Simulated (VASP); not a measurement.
**Ti3H: single point with PBE**

Ti3H, a slab with vacuum:

```xyz
4
Lattice="2.9075 0.0000 0.0000 0.0000 2.9075 0.0000 0.0000 0.0000 20.8060" Properties=species:S:1:pos:R:3 pbc="T T T"
Ti    1.4538    1.4538    4.0000
Ti    0.0000    0.0000    5.9030
Ti    1.4538    1.4538    7.8060
H     2.9075    2.9075    9.8760
```

```json
{
  "Program": "VASP 6.6.1",
  "Task": "single point",
  "Functional": "PBE",
  "Potentials or basis": "VASP PAW PBE potentials, release 64 (Ti_sv, H)",
  "Cutoff": "520 eV",
  "k mesh": "9 × 9 × 1",
  "Occupations": "gaussian, width 0.1 eV",
  "Spin": "collinear spin",
  "Starting moments": "[0.0, 0.0, 0.0, 1.0] μB",
  "Dipole correction": "yes",
  "Further INCAR settings": "ALGO = Normal; EDIFF = 1e-07; NBANDS = 30"
}
```

```
Largest force                                         : 2.177 eV/Å
Net moment                                            : -0.76 μB per cell
Site moments                                          : Ti -0.43, +0.06, -0.07; H +0.01 μB
Valence electrons inside the program's atomic spheres : Ti 10.23, 10.31, 10.17; H 0.39
```

Forces on the atoms (eV/Å):
```
Ti   0.000  0.000  0.021
Ti   0.000  0.000 -0.553
Ti   0.000  0.000  2.177
H    0.000  0.000 -1.645
```

Levels at points of the mesh, in eV from the Fermi level:
Spin up:
```csv
k point,band 15,band 16,band 17,band 18,band 19,band 20,band 21,band 22
"(0.00, 0.00, 0.00)",-2.78,-2.10,-1.67,-0.60,0.43,0.72,1.04,1.04
```
Spin down:
```
           k point  band 16  band 17  band 18  band 19  band 20  band 21  band 22  band 23
(0.00, 0.00, 0.00)    -2.11    -1.75    -0.86    -0.27     0.63     0.94     0.94     1.73
```

Run time: 4 min on 1 thread of AMD EPYC 9R45 96-Core Processor (Zen 5), with other jobs on the host, peak memory 0.38 GiB.
